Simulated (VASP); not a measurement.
# YTl in VASP: notebook, part 3 of 3

VASP 6.6.1. The steps go on from the part before.

## (6) Electric field gradients, LDA (25.33 Å³/atom)

This run uses another cell than the first one, of 25.33 Å³/atom.

INCAR

```
ALGO     = Normal         # electronic algorithm
EDIFF    = 1E-8           # SCF threshold, eV
ENCUT    = 520            # plane-wave cutoff, eV
GGA      = CA             # functional
ISIF     = 2              # what is computed and relaxed
ISMEAR   = -1             # smearing method
LASPH    = True           # aspherical terms in the spheres
LCHARG   = False          # write CHGCAR
LEFG     = True         
LREAL    = False          # projectors in reciprocal space
LWAVE    = False          # write WAVECAR
NBANDS   = 19             # bands
NELM     = 80             # most SCF steps
PREC     = Accurate       # precision mode
SIGMA    = 0.08           # smearing width, eV
```

KPOINTS

```
k-points
0
Gamma
  11 11 11
```

POSCAR

```
YTl
1.0
    3.7003045963      0.0000000000      0.0000000000
    0.0000000000      3.7003045963      0.0000000000
    0.0000000000      0.0000000000      3.7003045963
Y Tl
1 1
Direct
    0.5000000000      0.5000000000      0.5000000000
    0.0000000000      0.0000000000      0.0000000000
```

Potentials or basis: VASP PAW LDA potentials, release 64 (Y_sv, Tl_d).

Launch:

```sh
$ cat potpaw_LDA.64/Y_sv/POTCAR potpaw_LDA.64/Tl_d/POTCAR > POTCAR
$ mpirun -np 1 vasp_std > vasp.out
```

OUTCAR:

```text
EDIFF = 1E-8
   ENCUT = 520
   GGA = CA
   ISIF = 2
   ISMEAR = -1
   LASPH = True
   LREAL = False
   NELM = 80
   PREC = Accurate

 ion  position               nearest neighbor table
   1  0.500  0.500  0.500-   2 3.20   2 3.20   2 3.20   2 3.20   2 3.20   2 3.20   2 3.20   2 3.20

   2  0.000  0.000  0.000-   1 3.20   1 3.20   1 3.20   1 3.20   1 3.20   1 3.20   1 3.20   1 3.20

  LATTYP: Found a simple cubic cell.
 ALAT       =     3.7003045963

  Lattice vectors:

 A1 = (   3.7003045963,   0.0000000000,   0.0000000000)
 A2 = (   0.0000000000,   3.7003045963,   0.0000000000)
 A3 = (   0.0000000000,   0.0000000000,   3.7003045963)

Analysis of symmetry for initial positions (statically):
=====================================================================
 Subroutine PRICEL returns:
 Original cell was already a primitive cell.

 Routine SETGRP: Setting up the symmetry group for a
 simple cubic supercell.

 Subroutine GETGRP returns: Found 48 space group operations
 (whereof 48 operations were pure point group operations)
 out of a pool of 48 trial point group operations.

The static configuration has the point symmetry O_h .

Analysis of symmetry for dynamics (positions and initial velocities):
=====================================================================
 Subroutine PRICEL returns:
 Original cell was already a primitive cell.

 Routine SETGRP: Setting up the symmetry group for a
 simple cubic supercell.

 Subroutine GETGRP returns: Found 48 space group operations
 (whereof 48 operations were pure point group operations)
 out of a pool of 48 trial point group operations.

The dynamic configuration has the point symmetry O_h .

 Subroutine INISYM returns: Found 48 space group operations
 (whereof 48 operations are pure point group operations),
 and found     1 'primitive' translations

----------------------------------------------------------------------------------------

                                     Primitive cell

  volume of cell :      50.6655

  direct lattice vectors                    reciprocal lattice vectors
     3.700304596  0.000000000  0.000000000     0.270248023  0.000000000  0.000000000
     0.000000000  3.700304596  0.000000000     0.000000000  0.270248023  0.000000000
     0.000000000  0.000000000  3.700304596     0.000000000  0.000000000  0.270248023

  length of vectors
     3.700304596  3.700304596  3.700304596     0.270248023  0.270248023  0.270248023

  position of ions in fractional coordinates (direct lattice)
     0.500000000  0.500000000  0.500000000
     0.000000000  0.000000000  0.000000000

  ion indices of the primitive-cell ions
   primitive index   ion index
                 1           1
                 2           2

----------------------------------------------------------------------------------------

 KPOINTS: k-points

Automatic generation of k-mesh.
 Grid dimensions read from file:
 generate k-points for:   11   11   11

 Generating k-lattice:

[... 68 lines left out ...]
   ISYM   =      2    0-nonsym 1-usesym 2-fastsym
   POTIM  = 0.5000    time-step for ionic-motion
   TEBEG  =    0.0;   TEEND  =   0.0 temperature during run
   PSTRESS=    0.0 pullay stress
   NELECT =      24.0000    total number of electrons
   NUPDOWN=      -1.0000    fix difference up-down
   EMIN   =  10.00;   EMAX   =-10.00  energy-range for DOS
   EFERMI =   0.00;   METHOD = LEGACY
   ISMEAR =    -1;   SIGMA  =   0.08  broadening in eV -4-tet -1-fermi 0-gaus
   EFERMI_NEDOS =   21; number of points for ismear=-14 and -15
   IALGO  =     38    algorithm
   IMIX   =      4    mixing-type and parameters
     AMIX     =   0.40;   BMIX     =  1.00
     AMIX_MAG =   1.60;   BMIX_MAG =  1.00
  volume/ion in A,a.u.               =      25.33       170.95
  Fermi-wavevector in a.u.,A,eV,Ry     =   1.276168  2.411607 22.158505  1.628604
  Thomas-Fermi vector in A             =   2.408839
   LORBIT       =      0    0 simple, 1 ext, 2 COOP (PROOUT), +10 PAW based schemes
   GGA     = CA    functional components
   LHFCALC =     F    Hartree Fock is set to
   AEXX    =    0.0000 exact exchange contribution
   IVDW    =     0    specifies the selected vdW correction
   LEPSILON=     F    determine dielectric tensor
   LRPA    =     F    only Hartree local field effects (RPA)
 non-spin polarized calculation
  energy-cutoff  :      520.00
  volume of cell :       50.67
 maximum number of plane-waves:      1379
 NGX is ok and might be reduce to    28
   NGX = 13   NGY = 13   NGZ = 13

 number of electron      24.0000006 magnetization

 Free energy of the ion-electron system (eV)
  ---------------------------------------------------
  ext. energy  EPLUGINS =         0.00000000
  ---------------------------------------------------
  free energy    TOTEN  =       -10.91365740 eV

  energy without entropy =      -10.88829349  energy(sigma->0) =      -10.90097544

 E-fermi :   6.2663     XC(G=0): -10.9303

 val. band max:        6.2298084997   @ k =   0.4545   0.1818   0.0000
 cond. band min:       6.2928250007   @ k =   0.4545   0.0909   0.0000
 fundamental gap:      0.0630165010
 Fermi energy:         6.2663156128

 k-point     1 :       0.0000    0.0000    0.0000
  band No.  band energies     occupation
      1     -36.4161      2.00000
      2     -16.4604      2.00000
      3     -16.4604      2.00000
      4     -16.4604      2.00000
      5      -5.5492      2.00000
      6      -5.5492      2.00000
[... 505 lines left out ...]
      6      -5.3505      2.00000
[... 11 lines left out ...]
     18      12.7662      0.00000
     19      15.3699      0.00000

 [... further k-points ...]

------------------------ aborting loop because EDIFF is reached ----------------------------------------

  FORCE on cell =-STRESS in cart. coord.  units (eV):
  Direction    XX          YY          ZZ          XY          YZ          ZX
  --------------------------------------------------------------------------------------
  -------------------------------------------------------------------------------------
  Total       -0.1208066     -0.1208066     -0.1208066      0.0000000      0.0000000     -0.0000000
  in kB       -3.8202225     -3.8202225     -3.8202225      0.0000000      0.0000000     -0.0000000
  external PRESSURE =      -3.8202225 kB  Pullay stress =       0.0000000 kB

 VOLUME and BASIS-vectors are now :
 -----------------------------------------------------------------------------
  energy-cutoff  :      520.00
  volume of cell :       50.67
      direct lattice vectors                 reciprocal lattice vectors
     3.700304596  0.000000000  0.000000000     0.270248023  0.000000000  0.000000000
     0.000000000  3.700304596  0.000000000     0.000000000  0.270248023  0.000000000
     0.000000000  0.000000000  3.700304596     0.000000000  0.000000000  0.270248023

 POSITION                                       TOTAL-FORCE (eV/Angst)
 -----------------------------------------------------------------------------------
      1.85015      1.85015      1.85015         0.000000      0.000000      0.000000
      0.00000      0.00000      0.00000         0.000000      0.000000      0.000000
 -----------------------------------------------------------------------------------
    total drift:                                0.000000      0.000000      0.000000

  FREE ENERGIE OF THE ION-ELECTRON SYSTEM (eV)
  ---------------------------------------------------
  free  energy   TOTEN  =       -10.9136574023 eV

  energy  without entropy=      -10.8882934859  energy(sigma->0) =      -10.90097544

 Electric field gradients (V/A^2)
---------------------------------------------------------------------
 ion       V_xx      V_yy      V_zz      V_xy      V_xz      V_yz
---------------------------------------------------------------------
   1       0.000    -0.000     0.000     0.000    -0.000    -0.000
   2      -0.000    -0.000     0.000     0.000    -0.000     0.000
---------------------------------------------------------------------

 Electric field gradients after diagonalization (V/A^2)
 (convention: |V_zz| > |V_xx| > |V_yy|)
----------------------------------------------------------------------
 ion       V_xx      V_yy      V_zz     asymmetry (V_yy - V_xx)/ V_zz
----------------------------------------------------------------------
   1       0.000     0.000    -0.000       0.466
   2      -0.000    -0.000     0.000       0.150
----------------------------------------------------------------------

           NMR quadrupolar parameters

 Cq : quadrupolar parameter    Cq=e*Q*V_zz/h
 eta: asymmetry parameters     (V_yy - V_xx)/ V_zz
 Q  : nuclear electric quadrupole moment in mb (millibarn)
----------------------------------------------------------------------
 ion       Cq(MHz)       eta       Q (mb)
----------------------------------------------------------------------
   1      -0.000       0.466       1.000
   2       0.000       0.150       1.000
----------------------------------------------------------------------
```

Wall time 23 s (1 thread of AMD EPYC 9R45 (Zen 5), shared host); peak memory 0.16 GiB.

What came out:

```
Free energy                             : -10.9137 eV
Pressure                                : -0.4 GPa
Band gap on the k mesh                  : zero (bands 12 and 13 overlap by 2.24 eV)
Largest electric field gradient by atom : zero within the noise of the run
```

Caveat: spin-orbit coupling is left out, which moves the levels of the heavy elements.

## (7) Summary

| cell | gap on the mesh (eV) | pressure (GPa) |
| --- | --- | --- |
| a = 3.800 Å, 2 atoms | none | -4.9 |
| a = 3.825 Å, 2 atoms | none | -5.7 |
| a = 3.751, b = 3.751, c = 3.676 Å, 2 atoms | none | -1.7 |
| a = 3.674 Å, 2 atoms | none | 1.1 |
| a = 3.700 Å, 2 atoms | none | -0.4 |

Alike in all rows: task electric field gradients; level LDA; potentials or basis VASP PAW LDA potentials, release 64 (Y_sv, Tl_d); no spin polarisation; k mesh 11 × 11 × 11; cutoff (eV) 520; smearing fermi-dirac 0.08 eV.

Caveats: spin-orbit coupling is left out, which moves the levels of the heavy elements; the cell stands under tension (at least some runs).

Total energies depend on the potentials used, so only differences within one code and one set of settings carry meaning.
